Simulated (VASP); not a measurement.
Input of a VASP 6.6.1 run:

INCAR

```
ALGO = Normal
EDIFF = 1E-7
ENCUT = 520
GGA = RE
ISIF = 2
ISMEAR = -1
LASPH = True
LCHARG = True
LELF = True
LREAL = False
LVHAR = True
LWAVE = False
NBANDS = 14
NELM = 80
PREC = Accurate
SIGMA = 0.1
```

The input KPOINTS:

```
k-points
0
Gamma
  11 11 11
```

POSCAR

```
Re
1.0
    0.0000000000      2.7968701024      2.7968701024
    2.7968701024      0.0000000000      2.7968701024
    2.7968701024      2.7968701024      0.0000000000
Re
2
Direct
    0.1250000000      0.1250000000      0.1250000000
    0.8750000000      0.8750000000      0.8750000000
```

Potentials or basis: VASP PAW PBE potentials, release 64 (Re).

Command:

```console
$ cat potpaw_PBE.64/Re/POTCAR > POTCAR
$ mpirun -np 1 vasp_std > vasp.out
```

Q: Predict the band gap on the k mesh.

A: Zero (bands 7 and 8 overlap by 1.19 eV).

Q: Predict the pressure.

A: 5.7 GPa.

Caveat: the cell stands under pressure; the PAW data sets were made with another functional, which shifts forces and pressure a little; spin-orbit coupling is left out, which moves the levels of the heavy elements.
